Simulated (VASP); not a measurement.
**Nb: single point with PBEsol**

Crystal: Nb.

```xyz
1
Lattice="-1.6362 1.6362 1.6362 1.6362 -1.6362 1.6362 1.6362 1.6362 -1.6362" Properties=species:S:1:pos:R:3 pbc="T T T"
Nb    0.0000    0.0000    0.0000
```

| Quantity | Value |
| --- | --- |
| Program | VASP 6.6.1 |
| Task | single point |
| Functional | PBEsol |
| Potentials or basis | VASP PAW PBE potentials, release 64 (Nb_sv) |
| Cutoff | 520 eV |
| k mesh | 18 × 18 × 18 |
| Occupations | gaussian, width 0.1 eV |
| Spin | no spin polarisation |

* Pressure: -0.3 GPa

Levels at points of the mesh, in eV from the Fermi level:
```csv
k point,band 4,band 5,band 6,band 7,band 8,band 9
"(0.00, 0.00, 0.00)",-29.47,-6.01,0.37,0.37,0.37,3.38
"(0.50, 0.00, 0.00)",-29.49,-3.84,-1.73,2.44,3.43,4.13
"(0.50, 0.50, 0.50)",-30.49,-3.88,-3.88,5.85,5.85,5.85
```

Run time: 12 s on 1 thread of Intel(R) Xeon(R) 6975P-C (Granite Rapids) (shared host), peak memory 0.16 GiB.

Caveat: the PAW data sets were made with another functional, which shifts forces and pressure a little.
